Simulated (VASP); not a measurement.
# KI (I4mm) in VASP: further runs

Runs on KI. Level: LDA. Tasks: single point.

All numbers are computed with VASP 6.6.1; they aren't measurements. Logs are shortened: lines on timing, memory, paths and dates and some standing lists are left out, and cuts for length are marked.

## (1) The cell of the first run

It takes space group I4mm (No. 107, tetragonal). Conventional cell: a = 4.631 Å, b = 4.631 Å, c = 6.822 Å, α = 90.00°, β = 90.00°, γ = 90.00°. Within 4.1 Å of K (site symmetry 4mm) lie 6 I at 3.15 to 3.67 Å. I (site symmetry 4mm) has 6 K at 3.15 to 3.67 Å within 4.1 Å.

## (2) Single point, LDA (atoms displaced along a vibrational mode, the cell strained)

INCAR

```
SYSTEM = KI
PREC = Accurate
ENCUT = 520
EDIFF = 1E-6
ISMEAR = 0
SIGMA = 0.05
LREAL = .FALSE.
LASPH = .TRUE.
NELM = 60
ALGO = Normal
ISIF = 2
LWAVE = .FALSE.
LCHARG = .FALSE.
NBANDS = 15
```

KPOINTS

```
Automatic mesh
0
G
  6 6 6
  0 0 0
```

POSCAR

```
KI
1.0
    0.0000000000      3.2744937442      3.4109309835
    3.2744937442      0.0000000000      3.4109309835
    3.2744937442      3.2744937442      0.0000000000
K I
1 1
Direct
   -0.0289656989     -0.0289656989      0.0289656989
    0.5089241111      0.5089241111      0.4910758889
```

Potentials or basis: VASP PAW LDA potentials, release 64 (K_sv, I).

Command:

```sh
cat potpaw_LDA.64/K_sv/POTCAR potpaw_LDA.64/I/POTCAR > POTCAR
mpirun -np 1 vasp_std > vasp.out
```

OUTCAR:

```text
SYSTEM = KI
   PREC = Accurate
   ENCUT = 520
   EDIFF = 1E-6
   ISMEAR = 0
   LREAL = .FALSE.
   LASPH = .TRUE.
   NELM = 60
   ISIF = 2

 ion  position               nearest neighbor table
   1  0.971  0.971  0.029-   2 3.15   2 3.28   2 3.28   2 3.28   2 3.28   2 3.67
   2  0.509  0.509  0.491-   1 3.15   1 3.28   1 3.28   1 3.28   1 3.28   1 3.67

  LATTYP: Found a body centered tetragonal cell.
 ALAT       =     4.6308334630
 C/A-ratio  =     1.4731391275

  Lattice vectors:

 A1 = (  -3.2744937442,   0.0000000000,   3.4109309835)
 A2 = (   3.2744937442,   0.0000000000,   3.4109309835)
 A3 = (   0.0000000000,   3.2744937442,  -3.4109309835)

Analysis of symmetry for initial positions (statically):
=====================================================================
 Subroutine PRICEL returns:
 Original cell was already a primitive cell.

 Routine SETGRP: Setting up the symmetry group for a
 body centered tetragonal supercell.

 Subroutine GETGRP returns: Found  8 space group operations
 (whereof  8 operations were pure point group operations)
 out of a pool of 16 trial point group operations.

The static configuration has the point symmetry C_4v.

Analysis of symmetry for dynamics (positions and initial velocities):
=====================================================================
 Subroutine PRICEL returns:
 Original cell was already a primitive cell.

 Routine SETGRP: Setting up the symmetry group for a
 body centered tetragonal supercell.

 Subroutine GETGRP returns: Found  8 space group operations
 (whereof  8 operations were pure point group operations)
 out of a pool of 16 trial point group operations.

The dynamic configuration has the point symmetry C_4v.

 Subroutine INISYM returns: Found  8 space group operations
 (whereof  8 operations are pure point group operations),
 and found     1 'primitive' translations

----------------------------------------------------------------------------------------

                                     Primitive cell

  volume of cell :      73.1461

  direct lattice vectors                    reciprocal lattice vectors
     0.000000000  3.274493744  3.410930984    -0.152695360  0.152695360  0.146587545
     3.274493744  0.000000000  3.410930984     0.152695360 -0.152695360  0.146587545
     3.274493744  3.274493744  0.000000000     0.152695360  0.152695360 -0.146587545

  length of vectors
     4.728293503  4.728293503  4.630833463     0.260997422  0.260997422  0.260997422

  position of ions in fractional coordinates (direct lattice)
     0.971034301  0.971034301  0.028965699
     0.508924111  0.508924111  0.491075889

  ion indices of the primitive-cell ions
   primitive index   ion index
                 1           1
                 2           2

----------------------------------------------------------------------------------------

 KPOINTS: Automatic mesh

Automatic generation of k-mesh.
 Grid dimensions read from file:
 generate k-points for:    6    6    6

 Generating k-lattice:

  Cartesian coordinates                     Fractional coordinates (reciprocal lattice)
    -0.025449227  0.025449227  0.024431258     0.166666667 -0.000000000  0.000000000
     0.025449227 -0.025449227  0.024431258    -0.000000000  0.166666667  0.000000000
     0.025449227  0.025449227 -0.024431258     0.000000000  0.000000000  0.166666667

  Length of vectors
     0.043499570  0.043499570  0.043499570

  Shift w.r.t. Gamma in fractional coordinates (k-lattice)
     0.000000000  0.000000000  0.000000000

 Subroutine IBZKPT returns following result:
 ===========================================

 Found     30 irreducible k-points:

 Following reciprocal coordinates:
            Coordinates               Weight
  0.000000  0.000000  0.000000      1.000000
  0.166667 -0.000000  0.000000      8.000000
  0.333333 -0.000000  0.000000      8.000000
  0.500000  0.000000  0.000000      4.000000
  0.166667  0.166667  0.000000      2.000000
  0.333333  0.166667  0.000000      8.000000
[... 16 lines left out ...]
  0.333333  0.000000  0.333333      4.000000
  0.500000 -0.000000  0.333333     16.000000
 [... further k-points ...]
   k-points           NKPTS =     30   k-points in BZ     NKDIM =     30   number of bands    NBANDS=     15
   number of dos      NEDOS =    301   number of ions     NIONS =      2
   total plane-waves  NPLWV =  46656
   dimension x,y,z NGX =    36 NGY =   36 NGZ =   36
   dimension x,y,z NGXF=    72 NGYF=   72 NGZF=   72
   ions per type =               1   1
   NGX,Y,Z   is equivalent  to a cutoff of  12.66, 12.66, 12.92 a.u.
   NGXF,Y,Z  is equivalent  to a cutoff of  25.32, 25.32, 25.85 a.u.
 SYSTEM =  KI
   PREC   = accura    normal or accurate (medium, high low for compatibility)
   ISTART =      0    job   : 0-new  1-cont  2-samecut
   ICHARG =      2    charge: 1-file 2-atom 10-const
   ISPIN  =      1    spin polarized calculation?
   LNONCOLLINEAR =      F non collinear calculations
   LSORBIT =      F    spin-orbit coupling
   LASPH  =      T    aspherical Exc in radial PAW
   ENCUT  =  520.0 eV  38.22 Ry    6.18 a.u.   8.79  8.79  8.61*2*pi/ulx,y,z
   NELM   =     60;   NELMIN=  2; NELMDL= -5     # of ELM steps
   EDIFF  = 0.1E-05   stopping-criterion for ELM
   LREAL  =      F    real-space projection
   EDIFFG = 0.1E-04   stopping-criterion for IOM
   NSW    =      0    number of steps for IOM
   IBRION =     -1    ionic relax: 0-MD 1-quasi-New 2-CG
   NFREE  =      0    steps in history (QN), initial steepest desc. (CG)
   ISIF   =      2    stress and relaxation
   ISYM   =      2    0-nonsym 1-usesym 2-fastsym
   POTIM  = 0.5000    time-step for ionic-motion
   TEBEG  =    0.0;   TEEND  =   0.0 temperature during run
   PSTRESS=    0.0 pullay stress
   NELECT =      16.0000    total number of electrons
   NUPDOWN=      -1.0000    fix difference up-down
   EMIN   =  10.00;   EMAX   =-10.00  energy-range for DOS
   EFERMI =   0.00;   METHOD = LEGACY
   ISMEAR =     0;   SIGMA  =   0.05  broadening in eV -4-tet -1-fermi 0-gaus
   EFERMI_NEDOS =   21; number of points for ismear=-14 and -15
   IALGO  =     38    algorithm
   IMIX   =      4    mixing-type and parameters
     AMIX     =   0.40;   BMIX     =  1.00
     AMIX_MAG =   1.60;   BMIX_MAG =  1.00
  volume/ion in A,a.u.               =      36.57       246.81
  Fermi-wavevector in a.u.,A,eV,Ry     =   0.986395  1.864017 13.238143  0.972976
  Thomas-Fermi vector in A             =   2.117773
   LORBIT       =      0    0 simple, 1 ext, 2 COOP (PROOUT), +10 PAW based schemes
   GGA     = CA    functional components
   LHFCALC =     F    Hartree Fock is set to
   AEXX    =    0.0000 exact exchange contribution
   IVDW    =     0    specifies the selected vdW correction
   LEPSILON=     F    determine dielectric tensor
   LRPA    =     F    only Hartree local field effects (RPA)
 non-spin polarized calculation
 Gauss-broadening in eV      SIGMA  =   0.05
  energy-cutoff  :      520.00
  volume of cell :       73.15
 maximum number of plane-waves:      1984
   NGX = 17   NGY = 17   NGZ = 17

 number of electron      16.0000000 magnetization

 Free energy of the ion-electron system (eV)
  ---------------------------------------------------
  ext. energy  EPLUGINS =         0.00000000
  ---------------------------------------------------
  free energy    TOTEN  =        -6.07452070 eV

  energy without entropy =       -6.07452070  energy(sigma->0) =       -6.07452070

 E-fermi :   0.8186     XC(G=0):  -8.3627

 val. band max:        0.4857629729   @ k =   0.0000   0.0000   0.0000
 cond. band min:       4.5893209135   @ k =   0.0000   0.0000   0.0000
 fundamental gap:      4.1035579406
 Fermi energy:         0.8185531663

 k-point     1 :       0.0000    0.0000    0.0000
  band No.  band energies     occupation
      1     -27.3867      2.00000
      2     -11.1748      2.00000
      3     -11.1491      2.00000
      4     -11.1491      2.00000
      5     -10.3942      2.00000
      6       0.4355      2.00000
      7       0.4858      2.00000
      8       0.4858      2.00000
      9       4.5893      0.00000
     10       6.4841      0.00000
     11       6.7933      0.00000
     12       6.7933      0.00000
     13       7.5986      0.00000
     14       7.6512      0.00000
     15      10.0411      0.00000

 k-point     2 :       0.1667   -0.0000    0.0000
  band No.  band energies     occupation
      1     -27.3849      2.00000
      2     -11.3360      2.00000
      3     -11.1543      2.00000
      4     -11.1489      2.00000
      5     -10.1742      2.00000
      6      -0.1403      2.00000
      7       0.3168      2.00000
      8       0.3421      2.00000
      9       5.3137      0.00000
     10       6.6020      0.00000
     11       6.9164      0.00000
     12       7.0691      0.00000
     13       8.1189      0.00000
     14       8.1536      0.00000
     15      11.1015      0.00000

 k-point     3 :       0.3333   -0.0000    0.0000
  band No.  band energies     occupation
      1     -27.3814      2.00000
      2     -11.5488      2.00000
      3     -11.1595      2.00000
      4     -11.1484      2.00000
      5      -9.8424      2.00000
      6      -1.0223      2.00000
      7       0.0599      2.00000
      8       0.0824      2.00000
      9       5.7798      0.00000
     10       7.6002      0.00000
     11       7.8365      0.00000
     12       7.8741      0.00000
     13       9.2651      0.00000
     14       9.2708      0.00000
     15      10.6041      0.00000
[... 343 lines left out ...]
 k-point    23 :       0.3333    0.0000    0.3333
  band No.  band energies     occupation
      1     -27.3795      2.00000
      2     -11.3846      2.00000
      3     -11.1897      2.00000
      4     -11.1892      2.00000
      5     -10.0161      2.00000
      6      -0.8378      2.00000
      7       0.0217      2.00000
      8       0.0777      2.00000
      9       5.1822      0.00000
     10       6.4025      0.00000
     11       8.2799      0.00000
     12       8.9863      0.00000
     13       9.4219      0.00000
     14       9.6066      0.00000
     15      10.7753      0.00000

 k-point    24 :       0.5000   -0.0000    0.3333
  band No.  band energies     occupation
      1     -27.3778      2.00000
      2     -11.3732      2.00000
      3     -11.2200      2.00000
      4     -11.1896      2.00000
      5      -9.9959      2.00000
      6      -0.8269      2.00000
      7      -0.2737      2.00000
      8      -0.0343      2.00000
      9       5.3507      0.00000
     10       6.9449      0.00000
     11       8.5028      0.00000
     12       8.8351      0.00000
     13       9.7271      0.00000
     14       9.9270      0.00000
     15      10.7790      0.00000

 [... further k-points ...]

------------------------ aborting loop because EDIFF is reached ----------------------------------------

  FORCE on cell =-STRESS in cart. coord.  units (eV):
  Direction    XX          YY          ZZ          XY          YZ          ZX
  --------------------------------------------------------------------------------------
  -------------------------------------------------------------------------------------
  Total        1.0191107      1.0191107      0.8690955      0.0000000      0.0000000      0.0000000
  in kB       22.3223896     22.3223896     19.0364885      0.0000000      0.0000000      0.0000000
  external PRESSURE =      21.2270892 kB  Pullay stress =       0.0000000 kB

 VOLUME and BASIS-vectors are now :
 -----------------------------------------------------------------------------
  energy-cutoff  :      520.00
  volume of cell :       73.15
      direct lattice vectors                 reciprocal lattice vectors
     0.000000000  3.274493744  3.410930984    -0.152695360  0.152695360  0.146587545
     3.274493744  0.000000000  3.410930984     0.152695360 -0.152695360  0.146587545
     3.274493744  3.274493744  0.000000000     0.152695360  0.152695360 -0.146587545

 POSITION                                       TOTAL-FORCE (eV/Angst)
 -----------------------------------------------------------------------------------
      3.27449      3.27449      6.62426         0.000000      0.000000      0.404245
      3.27449      3.27449      3.47181         0.000000      0.000000     -0.404245
 -----------------------------------------------------------------------------------
    total drift:                               -0.000000     -0.000000     -0.000115

  FREE ENERGIE OF THE ION-ELECTRON SYSTEM (eV)
  ---------------------------------------------------
  free  energy   TOTEN  =        -6.0745207012 eV

  energy  without entropy=       -6.0745207012  energy(sigma->0) =       -6.07452070
```

Run time: 78 s. Hardware: 1 thread of Intel Xeon 8259CL, shared host; peak memory 0.19 GiB.

What came out:

- Free energy: -6.0745 eV
- Pressure: 2.1 GPa
- Largest force: 0.404 eV/Å
- Band gap on the k mesh: 4.10 eV

Forces in eV/Å, atoms in the order of the input:
```
K    0.000  0.000  0.404
I    0.000  0.000 -0.404
```

Stress tensor (GPa, compression positive):
```
2.23 0.00 0.00
0.00 2.23 0.00
0.00 0.00 1.90
```

Caveat: the cell differs from its parent crystal (atoms displaced along a vibrational mode, the cell strained); spin-orbit coupling is left out, which moves the levels of the heavy elements.

## (3) Single point, LDA (atoms displaced along a vibrational mode, the cell strained)

INCAR

```
SYSTEM = KI
  PREC = Accurate
  ENCUT = 520
  EDIFF = 1E-7
  ISMEAR = 0
  SIGMA = 0.05
  LREAL = .FALSE.
  LASPH = .TRUE.
  NELM = 80
  ALGO = Normal
  ISIF = 2
  LWAVE = .FALSE.
  LCHARG = .FALSE.
  NBANDS = 15
```

KPOINTS

```
regular mesh
0
G
  6 6 6
  0 0 0
```

POSCAR

```
KI
1.0
    0.0000000000      3.3198591262      3.4109309835
    3.3198591262      0.0000000000      3.4109309835
    3.3198591262      3.3198591262      0.0000000000
K I
1 1
Direct
   -0.0434485484     -0.0434485484      0.0434485484
    0.5133861666      0.5133861666      0.4866138334
```

Potentials or basis: VASP PAW LDA potentials, release 64 (K_sv, I).

Command:

```sh
cat potpaw_LDA.64/K_sv/POTCAR potpaw_LDA.64/I/POTCAR > POTCAR
mpirun -np 1 vasp_std > vasp.out
```

It took 80 s on 1 thread of Intel Xeon 8259CL, shared host; peak memory 0.19 GiB.

The run converged. Its results:

| Property | Result |
| --- | --- |
| Free energy | -6.0211 eV |
| Pressure | 2.0 GPa |
| Largest force | 0.779 eV/Å |
| Band gap on the k mesh | 4.06 eV |

Forces on the atoms (eV/Å):
```
K    0.000  0.000  0.779
I    0.000  0.000 -0.779
```

Stress tensor (GPa, compression positive):
```
1.11 0.00 0.00
0.00 1.11 0.00
0.00 0.00 3.79
```

Levels at points of the mesh, in eV from the valence-band top:
| k point | band 4 | band 5 | band 6 | band 7 | band 8 | band 9 | band 10 | band 11 | band 12 | band 13 |
| --- | --- | --- | --- | --- | --- | --- | --- | --- | --- | --- |
| (0.00, 0.00, 0.00) | -11.60 | -10.74 | -0.02 | 0.00 | 0.00 | 4.06 | 6.18 | 6.42 | 6.42 | 7.21 |
| (0.50, 0.00, 0.00) | -11.61 | -10.14 | -1.74 | -0.44 | -0.44 | 5.39 | 7.47 | 8.25 | 8.35 | 8.69 |
| (0.50, 0.50, 0.00) | -11.64 | -10.44 | -1.23 | -0.38 | -0.38 | 4.45 | 5.88 | 8.05 | 8.19 | 9.68 |
| (0.50, 0.00, 0.50) | -11.65 | -10.48 | -1.23 | -0.55 | -0.42 | 4.59 | 5.85 | 8.20 | 9.10 | 9.29 |

Caveat: the cell differs from its parent crystal (atoms displaced along a vibrational mode, the cell strained); spin-orbit coupling is left out, which moves the levels of the heavy elements.

## (4) Single point, LDA (atoms displaced along a vibrational mode, the cell strained)

INCAR

```
SYSTEM = KI
PREC     = Accurate       ! precision mode
ENCUT    = 520            ! plane-wave cutoff, eV
EDIFF    = 1E-7           ! SCF threshold, eV
ISMEAR   = 0              ! smearing method
SIGMA    = 0.05           ! smearing width, eV
LREAL    = .FALSE.        ! projectors in reciprocal space
LASPH    = .TRUE.         ! aspherical terms in the spheres
NELM     = 60             ! most SCF steps
ALGO     = Normal         ! electronic algorithm
ISIF     = 2              ! what is computed and relaxed
LWAVE    = .FALSE.        ! write WAVECAR
LCHARG   = .FALSE.        ! write CHGCAR
NBANDS   = 15             ! bands
```

KPOINTS is that of step 3.

POSCAR

```
KI
1.0
    0.0000000000      3.3198591262      3.4109309835
    3.3198591262      0.0000000000      3.4109309835
    3.3198591262      3.3198591262      0.0000000000
K I
1 1
Direct
   -0.0144828495     -0.0144828495      0.0144828495
    0.5044620555      0.5044620555      0.4955379445
```

Command:

```sh
cat potpaw_LDA.64/K_sv/POTCAR potpaw_LDA.64/I/POTCAR > POTCAR
mpirun -np 1 vasp_std > vasp.out
```

It took 88 s on 1 thread of Intel Xeon 8259CL, shared host; peak memory 0.19 GiB.

It converged, with:

- Free energy: -6.1355 eV
- Pressure: 1.2 GPa
- Largest force: 0.184 eV/Å
- Band gap on the k mesh: 4.02 eV

Forces on the atoms (eV/Å):
```
K    0.000  0.000  0.184
I    0.000  0.000 -0.184
```

Stress tensor (GPa, compression positive):
```
1.45 0.00 0.00
0.00 1.45 0.00
0.00 0.00 0.61
```

Levels at points of the mesh, in eV from the valence-band top:
```csv
k point,band 6,band 7,band 8,band 9,band 10,band 11
"(0.00, 0.00, 0.00)",-0.03,0.00,0.00,4.02,6.05,6.24
"(0.50, 0.00, 0.00)",-1.81,-0.53,-0.51,5.39,7.75,8.22
"(0.50, 0.50, 0.00)",-1.34,-0.44,-0.44,4.38,5.87,8.04
"(0.50, 0.00, 0.50)",-1.29,-0.52,-0.49,4.38,5.85,8.10
```

Caveat: the cell differs from its parent crystal (atoms displaced along a vibrational mode, the cell strained); spin-orbit coupling is left out, which moves the levels of the heavy elements. A k mesh can miss the band edges.

## (5) Summary

```csv
cell,gap on the mesh (eV),pressure (GPa),largest force (eV/Å)
"a = 4.728, b = 4.728, c = 4.631 Å, angles 60.7, 60.7, 58.6°, 2 atoms, atomic positions A",4.10,2.1,0.40
"a = 4.760, b = 4.760, c = 4.695 Å, angles 60.4, 60.4, 59.1°, 2 atoms, atomic positions B",4.06,2.0,0.78
"a = 4.760, b = 4.760, c = 4.695 Å, angles 60.4, 60.4, 59.1°, 2 atoms, atomic positions C",4.02,1.2,0.18
```

Alike in all rows: task single point; level LDA; potentials or basis VASP PAW LDA potentials, release 64 (K_sv, I); no spin polarisation; k mesh 6 × 6 × 6; cutoff (eV) 520; smearing gaussian 0.05 eV.

Caveats: spin-orbit coupling is left out, which moves the levels of the heavy elements.

Total energies depend on the potentials used, so only differences within one code and one set of settings carry meaning.
